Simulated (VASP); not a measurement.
# NdNb (Fm-3m) in VASP: further runs

NdNb is run at these levels: PBE; tasks: single point, relaxation of cell and atoms.

All numbers are computed with VASP 6.6.1; they aren't measurements. Logs are shortened: lines on timing, memory, paths and dates and some standing lists are left out, and cuts for length are marked.

### Step 1. The cell of the first run

Symmetry: Fm-3m, No. 225, cubic system. Conventional cell: a = 6.009 Å, b = 6.009 Å, c = 6.009 Å, α = 90.00°, β = 90.00°, γ = 90.00°. Within 4.0 Å of Nd (site symmetry m-3m) lie 6 Nb at 3.00 Å. Nb (site symmetry m-3m) has 6 Nd at 3.00 Å within 4.0 Å.

### Step 2. Single point, PBE

INCAR

```
SYSTEM = NdNb
  PREC = Accurate
  ENCUT = 520
  EDIFF = 1E-6
  ISMEAR = 0
  SIGMA = 0.1
  LREAL = .False.
  LASPH = .True.
  NELM = 60
  ALGO = Normal
  ISIF = 2
  LWAVE = .False.
  LCHARG = .False.
  GGA = PE
  NBANDS = 20
```

KPOINTS

```
regular mesh
0
Gamma
  6 6 6
  0 0 0
```

POSCAR

```
NdNb
1.0
    0.0000000000      3.0046623434      3.0046623434
    3.0046623434      0.0000000000      3.0046623434
    3.0046623434      3.0046623434      0.0000000000
Nd Nb
1 1
Direct
    0.0000000000      0.0000000000      0.0000000000
    0.5000000000      0.5000000000      0.5000000000
```

Potentials or basis: VASP PAW PBE potentials, release 64 (Nd, Nb_sv).

Launch:

```bash
$ cat potpaw_PBE.64/Nd/POTCAR potpaw_PBE.64/Nb_sv/POTCAR > POTCAR
$ mpirun -np 1 vasp_std > vasp.out
```

OUTCAR:

```text
SYSTEM = NdNb
   PREC = Accurate
   ENCUT = 520
   EDIFF = 1E-6
   ISMEAR = 0
   LREAL = .False.
   LASPH = .True.
   NELM = 60
   ISIF = 2
   GGA = PE

 ion  position               nearest neighbor table
   1  0.000  0.000  0.000-   2 3.00   2 3.00   2 3.00   2 3.00   2 3.00   2 3.00
   2  0.500  0.500  0.500-   1 3.00   1 3.00   1 3.00   1 3.00   1 3.00   1 3.00

  LATTYP: Found a face centered cubic cell.
 ALAT       =     6.0093246868

  Lattice vectors:

 A1 = (   0.0000000000,   3.0046623434,   3.0046623434)
 A2 = (   3.0046623434,   0.0000000000,   3.0046623434)
 A3 = (   3.0046623434,   3.0046623434,   0.0000000000)

Analysis of symmetry for initial positions (statically):
=====================================================================
 Subroutine PRICEL returns:
 Original cell was already a primitive cell.

 Routine SETGRP: Setting up the symmetry group for a
 face centered cubic supercell.

 Subroutine GETGRP returns: Found 48 space group operations
 (whereof 48 operations were pure point group operations)
 out of a pool of 48 trial point group operations.

The static configuration has the point symmetry O_h .

Analysis of symmetry for dynamics (positions and initial velocities):
=====================================================================
 Subroutine PRICEL returns:
 Original cell was already a primitive cell.

 Routine SETGRP: Setting up the symmetry group for a
 face centered cubic supercell.

 Subroutine GETGRP returns: Found 48 space group operations
 (whereof 48 operations were pure point group operations)
 out of a pool of 48 trial point group operations.

The dynamic configuration has the point symmetry O_h .

 Subroutine INISYM returns: Found 48 space group operations
 (whereof 48 operations are pure point group operations),
 and found     1 'primitive' translations

----------------------------------------------------------------------------------------

                                     Primitive cell

  volume of cell :      54.2522

  direct lattice vectors                    reciprocal lattice vectors
     0.000000000  3.004662343  3.004662343    -0.166408050  0.166408050  0.166408050
     3.004662343  0.000000000  3.004662343     0.166408050 -0.166408050  0.166408050
     3.004662343  3.004662343  0.000000000     0.166408050  0.166408050 -0.166408050

  length of vectors
     4.249234236  4.249234236  4.249234236     0.288227197  0.288227197  0.288227197

  position of ions in fractional coordinates (direct lattice)
     0.000000000  0.000000000  0.000000000
     0.500000000  0.500000000  0.500000000

  ion indices of the primitive-cell ions
   primitive index   ion index
                 1           1
                 2           2

----------------------------------------------------------------------------------------

 KPOINTS: regular mesh

Automatic generation of k-mesh.
 Grid dimensions read from file:
 generate k-points for:    6    6    6

 Generating k-lattice:

  Cartesian coordinates                     Fractional coordinates (reciprocal lattice)
    -0.027734675  0.027734675  0.027734675     0.166666667  0.000000000  0.000000000
     0.027734675 -0.027734675  0.027734675     0.000000000  0.166666667  0.000000000
     0.027734675  0.027734675 -0.027734675     0.000000000  0.000000000  0.166666667

  Length of vectors
     0.048037866  0.048037866  0.048037866

  Shift w.r.t. Gamma in fractional coordinates (k-lattice)
     0.000000000  0.000000000  0.000000000

 Subroutine IBZKPT returns following result:
 ===========================================

 Found     16 irreducible k-points:

 Following reciprocal coordinates:
            Coordinates               Weight
  0.000000  0.000000  0.000000      1.000000
  0.166667  0.000000  0.000000      8.000000
  0.333333  0.000000  0.000000      8.000000
  0.500000  0.000000  0.000000      4.000000
  0.166667  0.166667  0.000000      6.000000
  0.333333  0.166667  0.000000     24.000000
[... 8 lines left out ...]
 -0.333333  0.333333  0.166667     24.000000
 -0.333333  0.500000  0.166667     12.000000
   k-points           NKPTS =     16   k-points in BZ     NKDIM =     16   number of bands    NBANDS=     20
   number of dos      NEDOS =    301   number of ions     NIONS =      2
   total plane-waves  NPLWV =  32768
   dimension x,y,z NGX =    32 NGY =   32 NGZ =   32
   dimension x,y,z NGXF=    64 NGYF=   64 NGZF=   64
   ions per type =               1   1
   NGX,Y,Z   is equivalent  to a cutoff of  12.52, 12.52, 12.52 a.u.
   NGXF,Y,Z  is equivalent  to a cutoff of  25.04, 25.04, 25.04 a.u.
 SYSTEM =  NdNb
   PREC   = accura    normal or accurate (medium, high low for compatibility)
   ISTART =      0    job   : 0-new  1-cont  2-samecut
   ICHARG =      2    charge: 1-file 2-atom 10-const
   ISPIN  =      1    spin polarized calculation?
   LNONCOLLINEAR =      F non collinear calculations
   LSORBIT =      F    spin-orbit coupling
   LASPH  =      T    aspherical Exc in radial PAW
   ENCUT  =  520.0 eV  38.22 Ry    6.18 a.u.   7.90  7.90  7.90*2*pi/ulx,y,z
   NELM   =     60;   NELMIN=  2; NELMDL= -5     # of ELM steps
   EDIFF  = 0.1E-05   stopping-criterion for ELM
   LREAL  =      F    real-space projection
   EDIFFG = 0.1E-04   stopping-criterion for IOM
   NSW    =      0    number of steps for IOM
   IBRION =     -1    ionic relax: 0-MD 1-quasi-New 2-CG
   NFREE  =      0    steps in history (QN), initial steepest desc. (CG)
   ISIF   =      2    stress and relaxation
   ISYM   =      2    0-nonsym 1-usesym 2-fastsym
   POTIM  = 0.5000    time-step for ionic-motion
   TEBEG  =    0.0;   TEEND  =   0.0 temperature during run
   PSTRESS=    0.0 pullay stress
   NELECT =      27.0000    total number of electrons
   NUPDOWN=      -1.0000    fix difference up-down
   EMIN   =  10.00;   EMAX   =-10.00  energy-range for DOS
   EFERMI =   0.00;   METHOD = LEGACY
   ISMEAR =     0;   SIGMA  =   0.10  broadening in eV -4-tet -1-fermi 0-gaus
   EFERMI_NEDOS =   21; number of points for ismear=-14 and -15
   IALGO  =     38    algorithm
   IMIX   =      4    mixing-type and parameters
     AMIX     =   0.40;   BMIX     =  1.00
     AMIX_MAG =   1.60;   BMIX_MAG =  1.00
  volume/ion in A,a.u.               =      27.13       183.06
  Fermi-wavevector in a.u.,A,eV,Ry     =   1.297350  2.451636 22.900189  1.683116
  Thomas-Fermi vector in A             =   2.428748
   LORBIT       =      0    0 simple, 1 ext, 2 COOP (PROOUT), +10 PAW based schemes
   GGA     = PE    functional components
   LHFCALC =     F    Hartree Fock is set to
   AEXX    =    0.0000 exact exchange contribution
   IVDW    =     0    specifies the selected vdW correction
   LEPSILON=     F    determine dielectric tensor
   LRPA    =     F    only Hartree local field effects (RPA)
 non-spin polarized calculation
 Gauss-broadening in eV      SIGMA  =   0.10
  energy-cutoff  :      520.00
  volume of cell :       54.25
 maximum number of plane-waves:      1476
   NGX = 15   NGY = 15   NGZ = 15

 number of electron      27.0000000 magnetization

 Free energy of the ion-electron system (eV)
  ---------------------------------------------------
  ext. energy  EPLUGINS =         0.00000000
  ---------------------------------------------------
  free energy    TOTEN  =       -13.04907527 eV

  energy without entropy =      -12.98140887  energy(sigma->0) =      -13.01524207

 E-fermi :   6.0950     XC(G=0): -10.6759

 val. band max:        6.0928310729   @ k =  -0.3333   0.3333   0.1667
 cond. band min:       6.0978907758   @ k =  -0.3333   0.3333   0.1667
 fundamental gap:      0.0050597029
 Fermi energy:         6.0950299328

 k-point     1 :       0.0000    0.0000    0.0000
  band No.  band energies     occupation
      1     -48.3960      2.00000
      2     -30.3966      2.00000
      3     -24.4969      2.00000
      4     -24.4969      2.00000
      5     -24.4969      2.00000
      6     -11.5295      2.00000
[... 12 lines left out ...]
     19       6.3598      0.00018
     20       6.3598      0.00018

 k-point     2 :       0.1667    0.0000    0.0000
  band No.  band energies     occupation
      1     -48.3955      2.00000
      2     -30.3972      2.00000
      3     -24.4970      2.00000
      4     -24.4970      2.00000
      5     -24.4934      2.00000
      6     -11.6238      2.00000
[... 12 lines left out ...]
     19       6.3944      0.00002
     20       6.4372      0.00000

 k-point     3 :       0.3333    0.0000    0.0000
  band No.  band energies     occupation
      1     -48.3945      2.00000
      2     -30.3983      2.00000
      3     -24.4973      2.00000
      4     -24.4973      2.00000
      5     -24.4864      2.00000
      6     -11.8048      2.00000
[... 12 lines left out ...]
     19       6.6594      0.00000
     20       6.8294      0.00000

 k-point     4 :       0.5000    0.0000    0.0000
  band No.  band energies     occupation
      1     -48.3939      2.00000
      2     -30.3988      2.00000
      3     -24.4974      2.00000
      4     -24.4974      2.00000
      5     -24.4829      2.00000
      6     -11.8917      2.00000
[... 12 lines left out ...]
     19       7.7416      0.00000
     20       7.7622      0.00000

 k-point     5 :       0.1667    0.1667    0.0000
  band No.  band energies     occupation
      1     -48.3953      2.00000
      2     -30.3958      2.00000
      3     -24.5010      2.00000
      4     -24.5010      2.00000
      5     -24.4899      2.00000
      6     -11.6627      2.00000
[... 12 lines left out ...]
     19       6.3527      0.00027
     20       6.5129      0.00000
[... 169 lines left out ...]
      6     -11.7635      2.00000
[... 12 lines left out ...]
     19       6.3980      0.00002
     20       7.6682      0.00000

 k-point    14 :       0.5000    0.3333    0.1667
  band No.  band energies     occupation
      1     -48.3938      2.00000
      2     -30.3882      2.00000
      3     -24.5148      2.00000
      4     -24.5076      2.00000
      5     -24.4940      2.00000
      6     -11.7914      2.00000
[... 12 lines left out ...]
     19       7.1951      0.00000
     20       7.2978      0.00000

 k-point    15 :      -0.3333    0.3333    0.1667
  band No.  band energies     occupation
      1     -48.3935      2.00000
      2     -30.3855      2.00000
      3     -24.5183      2.00000
      4     -24.5163      2.00000
      5     -24.4911      2.00000
      6     -11.7783      2.00000
[... 12 lines left out ...]
     19       6.5925      0.00000
     20       7.5961      0.00000

 k-point    16 :      -0.3333    0.5000    0.1667
  band No.  band energies     occupation
      1     -48.3933      2.00000
      2     -30.3795      2.00000
      3     -24.5310      2.00000
      4     -24.5194      2.00000
      5     -24.4969      2.00000
      6     -11.7304      2.00000
[... 12 lines left out ...]
     19       6.6533      0.00000
     20       6.8883      0.00000

------------------------ aborting loop because EDIFF is reached ----------------------------------------

  FORCE on cell =-STRESS in cart. coord.  units (eV):
  Direction    XX          YY          ZZ          XY          YZ          ZX
  --------------------------------------------------------------------------------------
  -------------------------------------------------------------------------------------
  Total       -3.0378557     -3.0378557     -3.0378557      0.0000000     -0.0000000     -0.0000000
  in kB      -89.7140993    -89.7140993    -89.7140993      0.0000000     -0.0000000     -0.0000000
  external PRESSURE =     -89.7140993 kB  Pullay stress =       0.0000000 kB

 VOLUME and BASIS-vectors are now :
 -----------------------------------------------------------------------------
  energy-cutoff  :      520.00
  volume of cell :       54.25
      direct lattice vectors                 reciprocal lattice vectors
     0.000000000  3.004662343  3.004662343    -0.166408050  0.166408050  0.166408050
     3.004662343  0.000000000  3.004662343     0.166408050 -0.166408050  0.166408050
     3.004662343  3.004662343  0.000000000     0.166408050  0.166408050 -0.166408050

 POSITION                                       TOTAL-FORCE (eV/Angst)
 -----------------------------------------------------------------------------------
      0.00000      0.00000      0.00000        -0.000000      0.000000     -0.000000
      3.00466      3.00466      3.00466         0.000000     -0.000000      0.000000
 -----------------------------------------------------------------------------------
    total drift:                                0.000000     -0.000000      0.000000

  FREE ENERGIE OF THE ION-ELECTRON SYSTEM (eV)
  ---------------------------------------------------
  free  energy   TOTEN  =       -13.0490752662 eV

  energy  without entropy=      -12.9814088745  energy(sigma->0) =      -13.01524207
```

Wall time 38 s (1 thread of Intel Xeon Platinum 8259CL at 2.50GHz (Skylake/Cascade Lake), shared host); peak memory 0.18 GiB.

Results:

- Free energy: -13.0491 eV
- Pressure: -9.0 GPa

Levels at points of the mesh, in eV from the Fermi level:
```
           k point  band 11  band 12  band 13  band 14  band 15  band 16  band 17  band 18
(0.00, 0.00, 0.00)    -1.37    -1.23    -1.23    -1.23     0.04     0.24     0.24     0.24
(0.50, 0.00, 0.00)    -0.33    -0.33    -0.09    -0.09     0.11     0.27     0.28     1.23
(0.50, 0.50, 0.00)    -0.63     0.00     0.13     0.14     0.14     0.19     0.24     0.30
```

Caveat: spin-orbit coupling is left out, which moves the levels of the heavy elements; without U or exact exchange the open f shell lies at the Fermi level, which spoils levels, moments and volumes. Spin polarisation is off, so any magnetic state and its effect on volume and gap are missing.

### Step 3. Relaxation of cell and atoms, PBE

This run uses another cell than the first one, of 24.58 Å³/atom, 0.906 times its volume.

INCAR

```
PREC = Accurate ; ENCUT = 600
EDIFF = 1E-6 ; ISMEAR = 0
SIGMA = 0.1 ; LREAL = F
LASPH = T ; NELM = 100
ALGO = Normal ; ISIF = 3
LWAVE = F ; LCHARG = F
GGA = PE ; IBRION = 2
NSW = 90 ; EDIFFG = -0.04
```

KPOINTS

```
Automatic mesh
0
Gamma
  6 6 6
```

POSCAR

```
NdNb
1.0
    0.0000000000      2.9074116000      2.9074116000
    2.9074116000      0.0000000000      2.9074116000
    2.9074116000      2.9074116000      0.0000000000
Nd Nb
1 1
Direct
    0.0000000000      0.0000000000      0.0000000000
    0.5000000000      0.5000000000      0.5000000000
```

Potentials or basis: VASP PAW PBE potentials, release 64 (Nd, Nb_sv).

Launch:

```bash
$ cat potpaw_PBE.64/Nd/POTCAR potpaw_PBE.64/Nb_sv/POTCAR > POTCAR
$ mpirun -np 1 vasp_std > vasp.out
```

It took 3.7 min on 1 thread of Intel Xeon Platinum 8259CL at 2.50GHz (Skylake/Cascade Lake), shared host; peak memory 0.24 GiB.

It converged, with:

```
Free energy                            : -13.4437 eV
Relaxed volume                         : 21.67 Å³/atom
Relaxed cell                           : a = 3.943 Å, b = 3.943 Å, c = 3.943 Å, α = 60.00°, β = 60.00°, γ = 60.00°
Space group after relaxing (to 0.05 Å) : Fm-3m (No. 225)
Energy gained by relaxing              : 69.2 meV/atom
Ionic steps                            : 5
Pressure after relaxing                : -0.3 GPa
```

Step by step:
```csv
step,energy change (eV),largest force (eV/Å),pressure (GPa),volume (Å³)
1,0.0000,0.0000,-6.60,49.15
2,-0.1348,0.0000,1.54,42.29
3,-0.1385,0.0000,0.48,43.18
4,-0.1378,0.0000,-0.53,43.53
5,-0.1383,0.0000,-0.25,43.35
```

Final structure:
```
Nd Nb
1.0
     0.00000    2.78810    2.78810
     2.78810    0.00000    2.78810
     2.78810    2.78810    0.00000
Nd Nb
1 1
Cartesian
  0.0000 0.0000 0.0000
  2.7881 2.7881 2.7881
```

Levels at points of the mesh, in eV from the Fermi level:
```tsv
k point	band 11	band 12	band 13	band 14	band 15	band 16	band 17
(0.00, 0.00, 0.00)	-2.05	-2.01	-2.01	-2.01	-0.02	0.28	0.33
(0.50, 0.00, 0.00)	-0.61	-0.61	-0.16	-0.16	0.28	0.36	0.59
(0.50, 0.50, 0.00)	-1.06	0.11	0.12	0.15	0.16	0.16	0.36
```

Caveat: spin-orbit coupling is left out, which moves the levels of the heavy elements; without U or exact exchange the open f shell lies at the Fermi level, which spoils levels, moments and volumes. Spin polarisation is off, so any magnetic state and its effect on volume and gap are missing.
